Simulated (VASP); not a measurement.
# AlB2N3 (P6_3/mmc) in VASP: density of states with PBE

Aim: the density of states of AlB2N3 with PBE.

Program: VASP 6.6.1. These are calculated values, not measurements. Logs are shortened: lines on timing, memory, paths and dates and some standing lists are left out, and cuts for length are marked.

### Step 1. The cell of the first run

It takes space group P6_3/mmc (No. 194, hexagonal). Conventional cell: a = 2.768 Å, b = 2.768 Å, c = 25.977 Å, α = 90.00°, β = 90.00°, γ = 120.00°. Within 2.1 Å of Al (site symmetry -6m2) lie 3 N at 1.60 Å. B (site symmetry 3m) has 3 N at 1.60 Å within 2.1 Å. N (site symmetry -6m2) has 3 Al at 1.60 Å within 2.1 Å. Within 2.1 Å of N (site symmetry 3m) lie 3 B at 1.60 Å.

### Step 2. Density of states, PBE

Input file POSCAR:

```
AlB2N3
1.0
    2.7680436653      0.0000000000      0.0000000000
   -1.3840218327      2.3971961330      0.0000000000
    0.0000000000      0.0000000000     25.9774524088
Al B N
2 4 6
Direct
    0.0000000000      0.0000000000      0.2500000000
    0.0000000000      0.0000000000      0.7500000000
    0.0000000000      0.0000000000      0.9174484628
    0.0000000000      0.0000000000      0.5825515372
    0.0000000000      0.0000000000      0.0825515372
    0.0000000000      0.0000000000      0.4174484628
    0.6666666667      0.3333333333      0.7500000000
    0.6666666667      0.3333333333      0.0825486162
    0.6666666667      0.3333333333      0.4174513838
    0.3333333333      0.6666666667      0.9174513838
    0.3333333333      0.6666666667      0.2500000000
    0.3333333333      0.6666666667      0.5825486162
```

Input file INCAR.step1:

```
SYSTEM = AlB2N3
PREC = Accurate
ENCUT = 520
EDIFF = 1E-6
ISMEAR = 0
SIGMA = 0.02
LREAL = .False.
LASPH = .True.
NELM = 80
ALGO = Normal
ISIF = 2
LWAVE = .False.
LCHARG = .True.
GGA = PE
NBANDS = 36
```

Input file KPOINTS.step1:

```
Automatic mesh
0
Gamma
  12 12 1
  0 0 0
```

Input file INCAR.step2:

```
SYSTEM = AlB2N3
PREC = Accurate
ENCUT = 520
EDIFF = 1E-6
ISMEAR = -5
SIGMA = 0.02
LREAL = .False.
LASPH = .True.
NELM = 80
ALGO = Normal
ISIF = 2
LWAVE = .False.
LCHARG = .False.
GGA = PE
LORBIT = 11
NBANDS = 36
NEDOS = 1001
ICHARG = 11
```

Input file KPOINTS.step2:

```
Automatic mesh
0
Gamma
  18 18 1
  0 0 0
```

Potentials or basis: VASP PAW PBE potentials, release 64 (Al, B, N).

Started as:

```console
$ cat potpaw_PBE.64/Al/POTCAR potpaw_PBE.64/B/POTCAR potpaw_PBE.64/N/POTCAR > POTCAR
$ cp INCAR.step1 INCAR
$ cp KPOINTS.step1 KPOINTS
$ mpirun -np 1 vasp_std > vasp.out
$ cp INCAR.step2 INCAR
$ cp KPOINTS.step2 KPOINTS
$ mpirun -np 1 vasp_std > vasp.out
```

OUTCAR:

```text
SYSTEM = AlB2N3
   PREC = Accurate
   ENCUT = 520
   EDIFF = 1E-6
   ISMEAR = -5
   LREAL = .False.
   LASPH = .True.
   NELM = 80
   ISIF = 2
   GGA = PE
   LORBIT = 11
   ICHARG = 11

 ion  position               nearest neighbor table
   1  0.000  0.000  0.250-  11 1.60  11 1.60  11 1.60
   2  0.000  0.000  0.750-   7 1.60   7 1.60   7 1.60
   3  0.000  0.000  0.917-  10 1.60  10 1.60  10 1.60
   4  0.000  0.000  0.583-  12 1.60  12 1.60  12 1.60
   5  0.000  0.000  0.083-   8 1.60   8 1.60   8 1.60
   6  0.000  0.000  0.417-   9 1.60   9 1.60   9 1.60
   7  0.667  0.333  0.750-   2 1.60   2 1.60   2 1.60
   8  0.667  0.333  0.083-   5 1.60   5 1.60   5 1.60
   9  0.667  0.333  0.417-   6 1.60   6 1.60   6 1.60
  10  0.333  0.667  0.917-   3 1.60   3 1.60   3 1.60
  11  0.333  0.667  0.250-   1 1.60   1 1.60   1 1.60
  12  0.333  0.667  0.583-   4 1.60   4 1.60   4 1.60

  LATTYP: Found a hexagonal cell.
 ALAT       =     2.7680436653
 C/A-ratio  =     9.3847697327

  Lattice vectors:

 A1 = (   2.7680436653,   0.0000000000,   0.0000000000)
 A2 = (  -1.3840218327,   2.3971961330,   0.0000000000)
 A3 = (   0.0000000000,   0.0000000000,  25.9774524088)

Analysis of symmetry for initial positions (statically):
=====================================================================
 Subroutine PRICEL returns:
 Original cell was already a primitive cell.

 Routine SETGRP: Setting up the symmetry group for a
 hexagonal supercell.

 Subroutine GETGRP returns: Found 24 space group operations
 (whereof 12 operations were pure point group operations)
 out of a pool of 24 trial point group operations.

The static configuration has the point symmetry D_3d.
 The point group associated with its full space group is D_6h.

Analysis of symmetry for dynamics (positions and initial velocities):
=====================================================================
 Subroutine PRICEL returns:
 Original cell was already a primitive cell.

 Routine SETGRP: Setting up the symmetry group for a
 hexagonal supercell.

 Subroutine GETGRP returns: Found 24 space group operations
 (whereof 12 operations were pure point group operations)
[... 141 lines left out ...]
   EFERMI_NEDOS =   21; number of points for ismear=-14 and -15
   IALGO  =     38    algorithm
   IMIX   =      4    mixing-type and parameters
     AMIX     =   0.40;   BMIX     =  1.00
     AMIX_MAG =   1.60;   BMIX_MAG =  1.00
  volume/ion in A,a.u.               =      14.36        96.94
  Fermi-wavevector in a.u.,A,eV,Ry     =   1.069049  2.020209 15.549629  1.142865
  Thomas-Fermi vector in A             =   2.204716
   LORBIT       =     11    0 simple, 1 ext, 2 COOP (PROOUT), +10 PAW based schemes
   GGA     = PE    functional components
   LHFCALC =     F    Hartree Fock is set to
   AEXX    =    0.0000 exact exchange contribution
   IVDW    =     0    specifies the selected vdW correction
   LEPSILON=     F    determine dielectric tensor
   LRPA    =     F    only Hartree local field effects (RPA)
 non-spin polarized calculation
 Fermi weights with tetrahedron method with Bloechl corrections
  energy-cutoff  :      520.00
  volume of cell :      172.37
 maximum number of plane-waves:      4673
 NGX is ok and might be reduce to    24

 number of electron      48.0000007 magnetization

 Free energy of the ion-electron system (eV)
  ---------------------------------------------------
  ext. energy  EPLUGINS =         0.00000000
  ---------------------------------------------------
  free energy    TOTEN  =       -90.18526420 eV

  energy without entropy =      -90.18526420  energy(sigma->0) =      -90.18526420

 E-fermi :   0.8764     XC(G=0):  -8.1071

 val. band max:        0.8578974820   @ k =   0.3333   0.3333   0.0000
 cond. band min:       3.8251063808   @ k =   0.3333   0.3333   0.0000
 fundamental gap:      2.9672088988
 Fermi energy:         0.8764292676

 k-point     1 :       0.0000    0.0000    0.0000
  band No.  band energies     occupation
      1     -15.9263      2.00000
      2     -15.9263      2.00000
      3     -15.9084      2.00000
      4     -15.9084      2.00000
      5     -13.7671      2.00000
      6     -13.7671      2.00000
[... 925 lines left out ...]
     35       9.3708      0.00000
     36       9.4197      0.00000

 [... further k-points ...]
[... 5 lines left out ...]
  --------------------------------------------------------------------------------------
  -------------------------------------------------------------------------------------
  Total        0.5343377      0.5343377     -0.0380557     -0.0000000      0.0000000     -0.0000000
  in kB        4.9665329      4.9665329     -0.3537185     -0.0000000      0.0000000     -0.0000000
  external PRESSURE =       3.1931158 kB  Pullay stress =       0.0000000 kB

 VOLUME and BASIS-vectors are now :
 -----------------------------------------------------------------------------
  energy-cutoff  :      520.00
  volume of cell :      172.37
      direct lattice vectors                 reciprocal lattice vectors
     2.768043665  0.000000000  0.000000000     0.361265977  0.208577009  0.000000000
    -1.384021833  2.397196133  0.000000000     0.000000000  0.417154018  0.000000000
     0.000000000  0.000000000 25.977452409     0.000000000  0.000000000  0.038494922

 POSITION                                       TOTAL-FORCE (eV/Angst)
 -----------------------------------------------------------------------------------
      0.00000      0.00000      6.49436        -0.000000     -0.000000     -0.000000
      0.00000      0.00000     19.48309        -0.000000     -0.000000     -0.000000
      0.00000      0.00000     23.83297        -0.000000     -0.000000     -0.001241
      0.00000      0.00000     15.13320        -0.000000     -0.000000      0.001241
      0.00000      0.00000      2.14448        -0.000000     -0.000000      0.001241
      0.00000      0.00000     10.84425        -0.000000     -0.000000     -0.001241
      1.38402      0.79907     19.48309         0.000000      0.000000     -0.000000
      1.38402      0.79907      2.14440         0.000000     -0.000000     -0.000169
      1.38402      0.79907     10.84432         0.000000     -0.000000      0.000169
     -0.00000      1.59813     23.83305        -0.000000     -0.000000      0.000169
     -0.00000      1.59813      6.49436        -0.000000      0.000000     -0.000000
     -0.00000      1.59813     15.13313        -0.000000     -0.000000     -0.000169
 -----------------------------------------------------------------------------------
    total drift:                                0.000000      0.000000      0.000000

  FREE ENERGIE OF THE ION-ELECTRON SYSTEM (eV)
  ---------------------------------------------------
  free  energy   TOTEN  =       -90.1852641957 eV

  energy  without entropy=      -90.1852641957  energy(sigma->0) =      -90.18526420

 total charge

# of ion       s       p       d       tot
------------------------------------------
    1        0.488   0.690   0.000   1.178
    2        0.488   0.690   0.000   1.178
    3        0.642   1.075   0.000   1.717
    4        0.642   1.075   0.000   1.717
    5        0.642   1.075   0.000   1.717
    6        0.642   1.075   0.000   1.717
    7        1.281   2.879   0.000   4.161
    8        1.194   2.555   0.000   3.749
    9        1.194   2.555   0.000   3.749
   10        1.194   2.555   0.000   3.749
   11        1.281   2.879   0.000   4.161
   12        1.194   2.555   0.000   3.749
--------------------------------------------------
tot         10.881  21.658   0.000  32.539
```

OUTCAR.step1:

```text
SYSTEM = AlB2N3
   PREC = Accurate
   ENCUT = 520
   EDIFF = 1E-6
   ISMEAR = 0
   LREAL = .False.
[... 998 lines left out ...]
     -0.00000      1.59813     23.83305         0.000000     -0.000000      0.001375
     -0.00000      1.59813      6.49436        -0.000000      0.000000      0.000000
     -0.00000      1.59813     15.13313         0.000000      0.000000     -0.001375
 -----------------------------------------------------------------------------------
    total drift:                                0.000000      0.000000      0.000000

  FREE ENERGIE OF THE ION-ELECTRON SYSTEM (eV)
  ---------------------------------------------------
  free  energy   TOTEN  =       -90.1852379638 eV

  energy  without entropy=      -90.1852379638  energy(sigma->0) =      -90.18523796
```

OSZICAR.step1:

```text
N       E                     dE             d eps       ncg     rms          rms(c)
DAV:   1     0.249011747832E+03    0.24901E+03   -0.21975E+04  1376   0.116E+03
DAV:   2    -0.787057850637E+02   -0.32772E+03   -0.30779E+03  1864   0.259E+02
DAV:   3    -0.106154233749E+03   -0.27448E+02   -0.27224E+02  1752   0.799E+01
DAV:   4    -0.106727058079E+03   -0.57282E+00   -0.57132E+00  1784   0.126E+01
DAV:   5    -0.106742509201E+03   -0.15451E-01   -0.15443E-01  1720   0.199E+00    0.222E+01
DAV:   6    -0.913204513154E+02    0.15422E+02   -0.45462E+01  1584   0.291E+01    0.866E+00
DAV:   7    -0.906411189789E+02    0.67933E+00   -0.25338E+00  1696   0.674E+00    0.551E+00
DAV:   8    -0.902860125454E+02    0.35511E+00   -0.37291E-01  1680   0.293E+00    0.173E+00
DAV:   9    -0.902132265775E+02    0.72786E-01   -0.11612E-01  1728   0.166E+00    0.422E-01
DAV:  10    -0.902030438212E+02    0.10183E-01   -0.22395E-02  1764   0.694E-01    0.264E-01
DAV:  11    -0.901893868610E+02    0.13657E-01   -0.12221E-02  1788   0.589E-01    0.101E-01
DAV:  12    -0.901873213873E+02    0.20655E-02   -0.37475E-03  1680   0.222E-01    0.756E-02
DAV:  13    -0.901854625635E+02    0.18588E-02   -0.10038E-03  1792   0.160E-01    0.334E-02
DAV:  14    -0.901852010850E+02    0.26148E-03   -0.56935E-04  1736   0.968E-02    0.183E-02
DAV:  15    -0.901852386165E+02   -0.37531E-04   -0.14387E-04  1588   0.495E-02    0.951E-03
DAV:  16    -0.901852379638E+02    0.65269E-06   -0.88428E-06  1760   0.139E-02
   1 F= -.90185238E+02 E0= -.90185238E+02  d E =-.524832E-12
```

Wall time 2.2 min (1 thread of Intel Xeon 6975P-C (Granite Rapids), shared host); peak memory 0.4 GiB.

Results:

```yaml
Valence_electrons_inside_the_program's_atomic_spheres: Al 1.18; B 1.72; N 4.16, 3.75
```
